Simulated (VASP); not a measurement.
**Te: relaxation of cell and atoms with LDA**

Crystal: Te.

```
Te
1.0
    -2.20522    2.20522    1.17706
     2.20522   -2.20522    1.17706
     2.20522    2.20522   -1.17706
Te
2
Cartesian
  0.0000 -1.1026 -0.2943
  0.0000 1.1026 0.2943
```

```
Program                : VASP 6.6.1
Task                   : relaxation of cell and atoms
Functional             : LDA
Potentials or basis    : VASP PAW LDA potentials, release 64 (Te)
Cutoff                 : 600 eV
k mesh                 : 18 × 18 × 18
Occupations            : fermi-dirac, width 0.05 eV
Spin                   : no spin polarisation
Target pressure        : 450 GPa
Dipole correction      : no
Further INCAR settings : ALGO = Normal; EDIFF = 1e-07; IBRION = 2; EDIFFG = -0.005; NSW = 32; ISIF = 3
```

```json
{
 "Relaxed volume": "11.54 Å³/atom",
 "Relaxed cell": "a = 3.342 Å, b = 3.342 Å, c = 3.342 Å, α = 97.17°, β = 97.17°, γ = 138.62°",
 "Space group after relaxing (to 0.1 Å)": "I4_1/amd (No. 141)",
 "Energy change on relaxing (the run minimises the enthalpy)": "-274.7 meV/atom",
 "Ionic steps": "9",
 "Pressure after relaxing": "450.0 GPa",
 "Band gap on the k mesh": "zero (bands 6 and 7 overlap by 11.41 eV)"
}
```

Step by step:
```
step  energy change (eV)  largest force (eV/Å)  pressure (GPa)  volume (Å³)
   1              0.0000                0.0000          462.67        22.90
   2             -7.3109                0.0000          299.49        26.03
   3             -0.5916                0.0000          449.04        23.10
   4             -0.5508                0.0000          449.97        23.09
   5             -0.5399                0.0000          450.22        23.09
   6             -0.5342                0.0000          450.30        23.08
   7             -0.5390                0.0000          450.24        23.09
   8             -0.6470                0.0000          447.76        23.12
   9             -0.5493                0.0000          450.00        23.09
```

Final structure:
```
CELL_PARAMETERS angstrom
-2.21086 2.21086 1.18093
2.21086 -2.21086 1.18093
2.21086 2.21086 -1.18093
ATOMIC_POSITIONS crystal
Te 0.62500 0.87500 0.75000
Te 0.37500 0.12500 0.25000
```

Levels at points of the mesh, in eV from the Fermi level:
| k point | band 2 | band 3 | band 4 | band 5 | band 6 | band 7 | band 8 | band 9 | band 10 |
| --- | --- | --- | --- | --- | --- | --- | --- | --- | --- |
| (0.00, 0.00, 0.00) | -11.19 | -11.19 | -8.63 | -3.47 | 4.07 | 4.07 | 7.30 | 8.13 | 8.87 |
| (0.50, 0.00, 0.00) | -16.43 | -10.36 | -9.12 | -7.80 | -4.02 | -1.20 | 2.81 | 4.89 | 6.34 |
| (0.50, 0.50, 0.00) | -22.08 | -5.91 | -5.91 | -3.13 | -3.13 | 3.97 | 3.97 | 8.70 | 8.70 |
| (0.50, 0.50, 0.50) | -18.22 | -16.77 | -16.77 | 2.91 | 2.91 | 10.27 | 10.27 | 10.40 | 10.40 |

Run time: 12 min on 1 thread of Oxide Virtual Turin-like Processor, with other jobs on the host, peak memory 0.22 GiB.

Caveat: the cell is relaxed towards a set pressure, so the run minimises the enthalpy, not the energy; spin-orbit coupling is left out, which moves the levels of the heavy elements.
